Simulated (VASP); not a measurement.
# Zr (P6/mmm) in VASP: single point with PBE+D3(BJ)

Aim: the single point of Zr with PBE+D3(BJ).

Program: VASP 6.6.1. These are calculated values, not measurements. Logs are shortened: lines on timing, memory, paths and dates and some standing lists are left out, and cuts for length are marked.

## (1) The cell of the first run

It takes space group P6/mmm (No. 191, hexagonal). The conventional cell has a = 5.047 Å, b = 5.047 Å, c = 3.145 Å, α = 90.00°, β = 90.00°, γ = 120.00°. Within 4.1 Å of Zr (site symmetry 6/mmm) lie 14 Zr at 3.14 to 3.31 Å. Within 3.8 Å of Zr (site symmetry -6m2) lie 11 Zr at 2.91 to 3.31 Å.

## (2) Single point, PBE+D3(BJ)

File INCAR:

```
PREC     = Accurate       # precision mode
ENCUT    = 520            # plane-wave cutoff, eV
EDIFF    = 1E-6           # SCF threshold, eV
ISMEAR   = -1             # smearing method
SIGMA    = 0.1            # smearing width, eV
LREAL    = F              # projectors in reciprocal space
LASPH    = T              # aspherical terms in the spheres
NELM     = 100            # most SCF steps
ALGO     = Normal         # electronic algorithm
ISIF     = 2              # what is computed and relaxed
LWAVE    = F              # write WAVECAR
LCHARG   = F              # write CHGCAR
GGA      = PE             # functional
IVDW     = 12             # dispersion correction
NBANDS   = 25             # bands
```

File KPOINTS:

```
regular mesh
0
Gamma
  8 8 11
```

File POSCAR:

```
Zr
1.0
    5.0474735472      0.0000000000      0.0000000000
   -2.5237367736      4.3712403168      0.0000000000
    0.0000000000      0.0000000000      3.1447675062
Zr
3
Direct
    0.0000000000      0.0000000000      0.0000000000
    0.3333333333      0.6666666667      0.5000000000
    0.6666666667      0.3333333333      0.5000000000
```

Potentials or basis: VASP PAW PBE potentials, release 64 (Zr_sv).

Run with:

```console
cat potpaw_PBE.64/Zr_sv/POTCAR > POTCAR
mpirun -np 1 vasp_std > vasp.out
```

OUTCAR:

```text
PREC = Accurate
   ENCUT = 520
   EDIFF = 1E-6
   ISMEAR = -1
   LREAL = F
   LASPH = T
   NELM = 100
   ISIF = 2
   GGA = PE
   IVDW = 12
 IVDW          = 12

 ion  position               nearest neighbor table
   1  0.000  0.000  0.000-   2 3.31   3 3.31   2 3.31   3 3.31   2 3.31   2 3.31   3 3.31   3 3.31
                             3 3.31   3 3.31   2 3.31   2 3.31
   2  0.333  0.667  0.500-   3 2.91   3 2.91   3 2.91   1 3.31   1 3.31   1 3.31   1 3.31   1 3.31
                             1 3.31
   3  0.667  0.333  0.500-   2 2.91   2 2.91   2 2.91   1 3.31   1 3.31   1 3.31   1 3.31   1 3.31
                             1 3.31

  LATTYP: Found a hexagonal cell.
 ALAT       =     5.0474735472
 C/A-ratio  =     0.6230379371

  Lattice vectors:

 A1 = (   5.0474735472,   0.0000000000,   0.0000000000)
 A2 = (  -2.5237367736,   4.3712403168,   0.0000000000)
 A3 = (   0.0000000000,   0.0000000000,   3.1447675062)

Analysis of symmetry for initial positions (statically):
=====================================================================
 Subroutine PRICEL returns:
 Original cell was already a primitive cell.

 Routine SETGRP: Setting up the symmetry group for a
 hexagonal supercell.

 Subroutine GETGRP returns: Found 24 space group operations
 (whereof 24 operations were pure point group operations)
 out of a pool of 24 trial point group operations.

The static configuration has the point symmetry D_6h.

Analysis of symmetry for dynamics (positions and initial velocities):
=====================================================================
 Subroutine PRICEL returns:
 Original cell was already a primitive cell.

 Routine SETGRP: Setting up the symmetry group for a
 hexagonal supercell.

 Subroutine GETGRP returns: Found 24 space group operations
 (whereof 24 operations were pure point group operations)
 out of a pool of 24 trial point group operations.

The dynamic configuration has the point symmetry D_6h.

 Subroutine INISYM returns: Found 24 space group operations
 (whereof 24 operations are pure point group operations),
 and found     1 'primitive' translations

----------------------------------------------------------------------------------------

                                     Primitive cell

  volume of cell :      69.3853

  direct lattice vectors                    reciprocal lattice vectors
     5.047473547  0.000000000  0.000000000     0.198118918  0.114384011  0.000000000
    -2.523736774  4.371240317  0.000000000     0.000000000  0.228768022  0.000000000
     0.000000000  0.000000000  3.144767506     0.000000000  0.000000000  0.317988531

  length of vectors
     5.047473547  5.047473547  3.144767506     0.228768022  0.228768022  0.317988531

  position of ions in fractional coordinates (direct lattice)
     0.000000000  0.000000000  0.000000000
     0.333333333  0.666666667  0.500000000
     0.666666667  0.333333333  0.500000000

  ion indices of the primitive-cell ions
   primitive index   ion index
                 1           1
                 2           2
                 3           3

----------------------------------------------------------------------------------------

 KPOINTS: regular mesh

Automatic generation of k-mesh.
 Grid dimensions read from file:
 generate k-points for:    8    8   11

 Generating k-lattice:

  Cartesian coordinates                     Fractional coordinates (reciprocal lattice)
     0.024764865  0.014298001  0.000000000     0.125000000  0.000000000  0.000000000
     0.000000000  0.028596003  0.000000000     0.000000000  0.125000000  0.000000000
     0.000000000  0.000000000  0.028908048     0.000000000  0.000000000  0.090909091

  Length of vectors
     0.028596003  0.028596003  0.028908048

  Shift w.r.t. Gamma in fractional coordinates (k-lattice)
     0.000000000  0.000000000  0.000000000

 Subroutine IBZKPT returns following result:
 ===========================================

 Found     60 irreducible k-points:

 Following reciprocal coordinates:
            Coordinates               Weight
  0.000000  0.000000  0.000000      1.000000
  0.125000  0.000000  0.000000      6.000000
  0.250000  0.000000  0.000000      6.000000
  0.375000 -0.000000  0.000000      6.000000
  0.500000  0.000000  0.000000      3.000000
  0.125000  0.125000  0.000000      6.000000
[... 16 lines left out ...]
  0.250000  0.000000  0.181818     12.000000
  0.375000 -0.000000  0.181818     12.000000
 [... further k-points ...]
   k-points           NKPTS =     60   k-points in BZ     NKDIM =     60   number of bands    NBANDS=     25
   number of dos      NEDOS =    301   number of ions     NIONS =      3
   total plane-waves  NPLWV =  38400
   dimension x,y,z NGX =    40 NGY =   40 NGZ =   24
   dimension x,y,z NGXF=    80 NGYF=   80 NGZF=   48
   ions per type =               3
   NGX,Y,Z   is equivalent  to a cutoff of  13.17, 13.17, 12.69 a.u.
   NGXF,Y,Z  is equivalent  to a cutoff of  26.35, 26.35, 25.37 a.u.
 SYSTEM =  unknown system
   PREC   = accura    normal or accurate (medium, high low for compatibility)
   ISTART =      0    job   : 0-new  1-cont  2-samecut
   ICHARG =      2    charge: 1-file 2-atom 10-const
   ISPIN  =      1    spin polarized calculation?
   LNONCOLLINEAR =      F non collinear calculations
   LSORBIT =      F    spin-orbit coupling
   LASPH  =      T    aspherical Exc in radial PAW
   ENCUT  =  520.0 eV  38.22 Ry    6.18 a.u.   9.38  9.38  5.85*2*pi/ulx,y,z
   NELM   =    100;   NELMIN=  2; NELMDL= -5     # of ELM steps
   EDIFF  = 0.1E-05   stopping-criterion for ELM
   LREAL  =      F    real-space projection
   EDIFFG = 0.1E-04   stopping-criterion for IOM
   NSW    =      0    number of steps for IOM
   IBRION =     -1    ionic relax: 0-MD 1-quasi-New 2-CG
   NFREE  =      0    steps in history (QN), initial steepest desc. (CG)
   ISIF   =      2    stress and relaxation
   ISYM   =      2    0-nonsym 1-usesym 2-fastsym
   POTIM  = 0.5000    time-step for ionic-motion
   TEBEG  =    0.0;   TEEND  =   0.0 temperature during run
   PSTRESS=    0.0 pullay stress
   NELECT =      36.0000    total number of electrons
   NUPDOWN=      -1.0000    fix difference up-down
   EMIN   =  10.00;   EMAX   =-10.00  energy-range for DOS
   EFERMI =   0.00;   METHOD = LEGACY
   ISMEAR =    -1;   SIGMA  =   0.10  broadening in eV -4-tet -1-fermi 0-gaus
   EFERMI_NEDOS =   21; number of points for ismear=-14 and -15
   IALGO  =     38    algorithm
   IMIX   =      4    mixing-type and parameters
     AMIX     =   0.40;   BMIX     =  1.00
     AMIX_MAG =   1.60;   BMIX_MAG =  1.00
  volume/ion in A,a.u.               =      23.13       156.08
  Fermi-wavevector in a.u.,A,eV,Ry     =   1.315487  2.485910 23.544965  1.730506
  Thomas-Fermi vector in A             =   2.445666
   LORBIT       =      0    0 simple, 1 ext, 2 COOP (PROOUT), +10 PAW based schemes
   GGA     = PE    functional components
   LHFCALC =     F    Hartree Fock is set to
   AEXX    =    0.0000 exact exchange contribution
   IVDW    =    12    specifies the selected vdW correction
   LEPSILON=     F    determine dielectric tensor
   LRPA    =     F    only Hartree local field effects (RPA)
 non-spin polarized calculation
  energy-cutoff  :      520.00
  volume of cell :       69.39
 maximum number of plane-waves:      1887
 NGX is ok and might be reduce to    40
   NGX = 19   NGY = 19   NGZ = 11

 number of electron      36.0000000 magnetization

 Free energy of the ion-electron system (eV)
  ---------------------------------------------------
  ext. energy  EPLUGINS =         0.00000000
  ---------------------------------------------------
  free energy    TOTEN  =       -25.60899179 eV

  energy without entropy =      -25.50922488  energy(sigma->0) =      -25.55910834

 E-fermi :   8.9145     XC(G=0): -11.1102

 val. band max:        8.9109194080   @ k =   0.1250   0.1250   0.0000
 cond. band min:       8.9220188578   @ k =   0.3750  -0.0000   0.0000
 fundamental gap:      0.0110994498
 Fermi energy:         8.9144609557

 k-point     1 :       0.0000    0.0000    0.0000
  band No.  band energies     occupation
      1     -39.9252      2.00000
      2     -39.6682      2.00000
      3     -39.4794      2.00000
      4     -18.0592      2.00000
      5     -18.0592      2.00000
      6     -18.0540      2.00000
[... 17 lines left out ...]
     24      11.2101      0.00000
     25      11.2503      0.00000

 k-point     2 :       0.1250    0.0000    0.0000
  band No.  band energies     occupation
      1     -39.9226      2.00000
      2     -39.6640      2.00000
      3     -39.4865      2.00000
      4     -18.1734      2.00000
      5     -18.1483      2.00000
      6     -17.9357      2.00000
[... 17 lines left out ...]
     24      10.8203      0.00000
     25      11.7843      0.00000

 k-point     3 :       0.2500    0.0000    0.0000
  band No.  band energies     occupation
      1     -39.9165      2.00000
      2     -39.6513      2.00000
      3     -39.5062      2.00000
      4     -18.2699      2.00000
      5     -18.1633      2.00000
      6     -17.8289      2.00000
[... 17 lines left out ...]
     24      11.2125      0.00000
     25      12.3804      0.00000

 k-point     4 :       0.3750   -0.0000    0.0000
  band No.  band energies     occupation
      1     -39.9107      2.00000
      2     -39.6317      2.00000
      3     -39.5324      2.00000
      4     -18.3332      2.00000
      5     -18.0965      2.00000
      6     -17.7959      2.00000
[... 17 lines left out ...]
     24      11.9139      0.00000
     25      12.1189      0.00000

 k-point     5 :       0.5000    0.0000    0.0000
  band No.  band energies     occupation
      1     -39.9084      2.00000
      2     -39.6188      2.00000
      3     -39.5480      2.00000
      4     -18.3553      2.00000
      5     -18.0088      2.00000
      6     -17.8823      2.00000
[... 17 lines left out ...]
     24      11.4172      0.00000
     25      12.5356      0.00000

 k-point     6 :       0.1250    0.1250    0.0000
  band No.  band energies     occupation
      1     -39.9183      2.00000
      2     -39.6554      2.00000
      3     -39.5000      2.00000
      4     -18.2213      2.00000
      5     -18.1965      2.00000
      6     -17.8600      2.00000
[... 17 lines left out ...]
     24      11.0619      0.00000
     25      12.3096      0.00000
[... 393 lines left out ...]
 k-point    21 :       0.0000    0.0000    0.1818
  band No.  band energies     occupation
      1     -39.9037      2.00000
      2     -39.6558      2.00000
      3     -39.4632      2.00000
      4     -18.0351      2.00000
      5     -18.0351      2.00000
      6     -18.0112      2.00000
[... 17 lines left out ...]
     24      10.9168      0.00000
     25      11.9494      0.00000

 k-point    22 :       0.1250    0.0000    0.1818
  band No.  band energies     occupation
      1     -39.9018      2.00000
      2     -39.6510      2.00000
      3     -39.4702      2.00000
      4     -18.1263      2.00000
      5     -18.1055      2.00000
      6     -17.9194      2.00000
[... 17 lines left out ...]
     24      10.8227      0.00000
     25      12.2353      0.00000

 k-point    23 :       0.2500    0.0000    0.1818
  band No.  band energies     occupation
      1     -39.8973      2.00000
      2     -39.6367      2.00000
      3     -39.4898      2.00000
      4     -18.2120      2.00000
      5     -18.1268      2.00000
      6     -17.8320      2.00000
[... 17 lines left out ...]
     24      11.0673      0.00000
     25      12.6429      0.00000

 k-point    24 :       0.3750   -0.0000    0.1818
  band No.  band energies     occupation
      1     -39.8931      2.00000
      2     -39.6154      2.00000
      3     -39.5160      2.00000
      4     -18.2691      2.00000
      5     -18.0823      2.00000
      6     -17.8636      2.00000
[... 17 lines left out ...]
     24      11.6327      0.00000
     25      12.1207      0.00000

 [... further k-points ...]

------------------------ aborting loop because EDIFF is reached ----------------------------------------

 Edisp (eV)   -1.59485

 E8    (eV) :    -0.8184

  FORCE on cell =-STRESS in cart. coord.  units (eV):
  Direction    XX          YY          ZZ          XY          YZ          ZX
  --------------------------------------------------------------------------------------
  -------------------------------------------------------------------------------------
  Total      -1.65404    -1.65404    -1.64943     0.00000     0.00000    -0.00000
  in kB     -38.19351   -38.19351   -38.08711     0.00000     0.00000    -0.00000
  external pressure =      -38.16 kB  Pullay stress =        0.00 kB

 VOLUME and BASIS-vectors are now :
 -----------------------------------------------------------------------------
  energy-cutoff  :      520.00
  volume of cell :       69.39
      direct lattice vectors                 reciprocal lattice vectors
     5.047473547  0.000000000  0.000000000     0.198118918  0.114384011  0.000000000
    -2.523736774  4.371240317  0.000000000     0.000000000  0.228768022  0.000000000
     0.000000000  0.000000000  3.144767506     0.000000000  0.000000000  0.317988531

 POSITION                                       TOTAL-FORCE (eV/Angst)
 -----------------------------------------------------------------------------------
      0.00000      0.00000      0.00000        -0.000000     -0.000000      0.000000
     -0.00000      2.91416      1.57238        -0.000000      0.000000     -0.000000
      2.52374      1.45708      1.57238         0.000000      0.000000      0.000000
 -----------------------------------------------------------------------------------
    total drift:                                0.000000      0.000000      0.000000

  FREE ENERGIE OF THE ION-ELECTRON SYSTEM (eV)
  ---------------------------------------------------
  free  energy   TOTEN  =       -27.2038368504 eV

  energy  without entropy=      -27.1040699396  energy(sigma->0) =      -27.15395340
```

Wall time 2 min (1 thread of Intel Xeon 8259CL, shared host); peak memory 0.24 GiB.

Results:

| Property | Result |
| --- | --- |
| Free energy | -27.2038 eV |
| Pressure | -3.8 GPa |
| Band gap on the k mesh | zero (band 18 reaches 9.25 eV, above the bottom of band 19 at 8.71 eV) |
| Dispersion energy per atom | -0.532 eV |

Caveat: three body term missing; pairwise dispersion overbinds metals, which lowers pressure and volume.
